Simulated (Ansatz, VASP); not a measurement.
**AlRu in VASP and in Ansatz**

File POSCAR:

```
AlRu
1.0
    2.9168100000      0.0000000000      0.0000000000
    0.0000000000      2.9168100000      0.0000000000
    0.0000000000      0.0000000000      2.9916000000
Al Ru
1 1
Direct
    0.0000000000      0.0000000000      0.0000000000
    0.5000000000      0.5000000000      0.5000000000
```

The input INCAR.step1:

```
SYSTEM = AlRu
ALGO = Normal ; EDIFF = 1E-4
ENCUT = 520 ; GGA = PE
ISMEAR = 0 ; LASPH = .TRUE.
LCHARG = .FALSE. ; LREAL = .FALSE.
LWAVE = .TRUE. ; NBANDS = 16
NELM = 60 ; PREC = Accurate
SIGMA = 0.15
```

INCAR.step2

```
SYSTEM = AlRu
ALGO = Normal ; EDIFF = 1E-7
ENCUT = 520 ; ISIF = 2
ISMEAR = 0 ; ISTART = 1
LASPH = .TRUE. ; LCHARG = .FALSE.
LMIXTAU = .TRUE. ; LREAL = .FALSE.
LWAVE = .FALSE. ; METAGGA = R2SCAN
NBANDS = 16 ; NELM = 60
PREC = Accurate ; SIGMA = 0.15
```

KPOINTS

```
k-points
0
G
  16 16 16
  0 0 0
```

Input for Ansatz:

```yaml
crystal:
  lattice:
    - [2.91681, 0.0, 0.0]
    - [0.0, 2.91681, 0.0]
    - [0.0, 0.0, 2.9916]
  atoms:
    - { symbol: Al, position: [0.0, 0.0, 0.0] }
    - { symbol: Ru, position: [0.5, 0.5, 0.5] }
basis:
  ecutwfc: 500
kpoints:
  mp_grid: { grid: [16, 16, 16] }
hamiltonian:
  xc: r2scan
scf:
  occupations: { method: gaussian, width: 0.15 }
output:
  forces: true
  stress: true
  eigenvalues: true
```

Change from the starting cell: strain -0.025 along x and y, +0.000 along z, atoms carried along.

Alike in both runs: task single point; functional r2SCAN; k mesh 16 × 16 × 16; occupations gaussian, width 0.15 eV; no spin polarisation.

|  | VASP | Ansatz |
| --- | --- | --- |
| version | VASP 6.6.1 | Ansatz 0.2.0 |
| potentials or method | VASP PAW PBE potentials, release 64 (Al, Ru_pv), cutoff 520 eV | scalar-relativistic, plane waves, PAW |
| valence electrons in the cell | 17 | 19 |

Ansatz gave:

```
gap on the k mesh at the Fermi level (eV)                     : none
pressure (GPa)                                                : 10.1
traceless stress, the component that is largest in VASP (GPa) : -3.49
```

Task: Estimate VASP's values.

Result: gap on the k mesh at the Fermi level (eV): none; pressure (GPa): 10.4; traceless stress, the component that is largest in VASP (GPa): -3.50.

VASP's potentials were made for PBE, not for r2SCAN. A gap of «none» marks a metal or a gap that the smearing closes. VASP's potentials hold 17 valence electrons a cell and Ansatz's 19, so a difference there can come from the potentials and not from the codes.
